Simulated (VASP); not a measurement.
A run of VASP 6.6.1 is set up as follows.

The input INCAR:

```
PREC = Accurate
ENCUT = 520
EDIFF = 1E-6
ISMEAR = 0
SIGMA = 0.02
LREAL = F
LASPH = T
NELM = 60
ALGO = Normal
ISIF = 2
LWAVE = F
LCHARG = F
GGA = PS
NBANDS = 40
```

File KPOINTS:

```
regular mesh
0
Gamma
  6 6 6
```

POSCAR

```
MgO2
1.0
    4.6388905178      0.0000000000      0.0000000000
    0.0000000000      4.6388905178      0.0000000000
    0.0000000000      0.0000000000      4.6388905178
Mg O
4 8
Direct
    0.0000000000      0.5000000000      0.5000000000
    0.5000000000      0.5000000000      0.0000000000
    0.5000000000      0.0000000000      0.5000000000
    0.0000000000      0.0000000000      0.0000000000
    0.4094802554      0.0905197446      0.9094802554
    0.0905197446      0.9094802554      0.4094802554
    0.9094802554      0.4094802554      0.0905197446
    0.5905197446      0.5905197446      0.5905197446
    0.4094802554      0.4094802554      0.4094802554
    0.0905197446      0.5905197446      0.9094802554
    0.9094802554      0.0905197446      0.5905197446
    0.5905197446      0.9094802554      0.0905197446
```

Potentials or basis: VASP PAW PBE potentials, release 64 (Mg, O).

Launch:

```sh
$ cat potpaw_PBE.64/Mg/POTCAR potpaw_PBE.64/O/POTCAR > POTCAR
$ mpirun -np 1 vasp_std > vasp.out
```

(1) Estimate the band gap on the k mesh.

(2) Predict the largest force.

(3) Predict the pressure.

Results:

(1) 4.41 eV (least direct gap 4.59 eV).

(2) 0.221 eV/Å.

(3) 23.1 GPa.

Caveat: the cell stands under pressure; the PAW data sets were made with another functional, which shifts forces and pressure a little.
